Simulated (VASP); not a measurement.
Runs of VASP 6.6.1 on BN. The structure is that of space group I-4m2 (No. 119), or close to it. The cells are those of the table. 

| cell | gap on the mesh (eV) | pressure (GPa) |
| --- | --- | --- |
| a = 2.498, b = 2.498, c = 2.785 Å, angles 56.1, 56.1, 67.8°, 2 atoms | 1.14 | -15.2 |
| a = 2.855, b = 2.855, c = 2.240 Å, angles 66.9, 66.9, 46.2°, 2 atoms | none | -5.6 |
| a = 2.797, b = 2.797, c = 2.284 Å, angles 65.9, 65.9, 48.2°, 2 atoms | (a) | -8.8 |
| a = 2.725, b = 2.725, c = 2.349 Å, angles 64.5, 64.5, 51.1°, 2 atoms | 1.81 | -11.7 |
| a = 2.512, b = 2.512, c = 2.707 Å, angles 57.4, 57.4, 65.2°, 2 atoms | 1.95 | -14.0 |
| a = 2.665, b = 2.665, c = 2.413 Å, angles 63.1, 63.1, 53.8°, 2 atoms | 2.66 | -12.9 |
| a = 2.533, b = 2.533, c = 2.636 Å, angles 58.6, 58.6, 62.7°, 2 atoms | (b) | (d) |
| a = 2.492, b = 2.492, c = 2.878 Å, angles 54.7, 54.7, 70.5°, 2 atoms | (c) | -17.2 |
| a = 2.496, b = 2.496, c = 2.960 Å, angles 53.6, 53.6, 72.7°, 2 atoms | none | -19.1 |

Alike in all rows: task single point; level LDA; potentials or basis VASP PAW LDA potentials, release 64 (B, N); no spin polarisation; k mesh 12 × 12 × 12; cutoff (eV) 520; smearing gaussian 0.05 eV.

Question: Estimate the missing entries.

Answer: (a) 0.77; (b) 2.97; (c) 0.61; (d) -13.5.

A k mesh can miss the band edges.

A gap of «none» marks levels without a gap at the run's occupations.
